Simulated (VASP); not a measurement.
Write the native input for VASP 6.6.1 that does the following.

| Item | Value |
| --- | --- |
| Task | single point |
| Functional | PBE |
| Potentials or basis | VASP PAW PBE potentials, release 64 (Si, W_sv) |
| Cutoff | 520 eV |
| k mesh | 18 × 18 × 18 |
| Occupations | gaussian, width 0.15 eV |
| Spin | no spin polarisation |
| Dipole correction | no |
| Further INCAR settings | ALGO = Normal; EDIFF = 1e-06; NBANDS = 18 |

The structure of Si2W lies in POSCAR:

```
Si2W
1.0
   -1.6146459823      1.6146459823      3.9336145459
    1.6146459823     -1.6146459823      3.9336145459
    1.6146459823      1.6146459823     -3.9336145459
Si W
2 1
Direct
    0.3345726944      0.3345726944      0.0000000000
    0.6654273056      0.6654273056      0.0000000000
    0.0000000000      0.0000000000      0.0000000000
```

One way to write it, as run:

INCAR

```
SYSTEM = Si2W
ALGO = Normal
EDIFF = 1E-6
ENCUT = 520
GGA = PE
ISIF = 2
ISMEAR = 0
LASPH = .True.
LCHARG = .True.
LELF = .True.
LREAL = .False.
LVHAR = .True.
LWAVE = .False.
NBANDS = 18
NELM = 60
PREC = Accurate
SIGMA = 0.15
```

KPOINTS

```
k-points
0
Gamma
  18 18 18
  0 0 0
```

Potentials or basis: VASP PAW PBE potentials, release 64 (Si, W_sv).

Command:

```bash
$ cat potpaw_PBE.64/Si/POTCAR potpaw_PBE.64/W_sv/POTCAR > POTCAR
$ mpirun -np 1 vasp_std > vasp.out
```

Results of the run:

```
Pressure               : 0.0 GPa
Largest force          : 0.005 eV/Å
Band gap on the k mesh : zero (band 11 reaches 12.49 eV, above the bottom of band 12 at 11.24 eV)
```

Caveat: spin-orbit coupling is left out, which moves the levels of the heavy elements.

Run time: 13 min on 1 thread of AMD EPYC 7R13 (shared host), peak memory 0.44 GiB.
